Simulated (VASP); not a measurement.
Runs of VASP 6.6.1 on H. The structure is that of space group I4/mmm (No. 139), or close to it. The cells are those of the table. 

```csv
level,potentials or basis,cell,smearing,gap on the mesh (eV),pressure (GPa),largest force (eV/Å)
PBEsol,"VASP PAW PBE potentials, release 64 (H)","a = 3.499, b = 3.499, c = 3.459 Å, angles 115.6, 115.6, 98.4°, 2 atoms",gaussian 0.05 eV,9.19,0.2,0.29
RPBE,"VASP PAW PBE potentials, release 64 (H)","a = 3.462, b = 3.462, c = 3.497 Å, angles 115.6, 115.6, 97.4°, 2 atoms",tetrahedron,(a),(b),0.17
LDA,"VASP PAW LDA potentials, release 64 (H)","a = 3.464, b = 3.464, c = 3.494 Å, angles 115.6, 115.6, 97.4°, 2 atoms",gaussian 0.05 eV,8.76,0.1,0.62
revPBE,"VASP PAW PBE potentials, release 64 (H)","a = 3.477, b = 3.477, c = 3.482 Å, angles 115.6, 115.6, 97.8°, 2 atoms",gaussian 0.05 eV,9.57,0.0,0.16
PBEsol,"VASP PAW PBE potentials, release 64 (H)","a = 3.489, b = 3.489, c = 3.469 Å, angles 115.6, 115.6, 98.2°, 2 atoms",gaussian 0.05 eV,9.19,0.2,0.29
```

Alike in all rows: task single point; no spin polarisation; k mesh 8 × 8 × 8; cutoff (eV) 500.

Q: Fill in the values left out.

A: (a) 9.43; (b) -0.2.

Caveats: this functional lacks dispersion, which holds the molecules together, so the pressure and a relaxed volume are unreliable (at least some runs); the PAW data sets were made with another functional, which shifts forces and pressure a little (at least some runs).

A k mesh can miss the band edges.
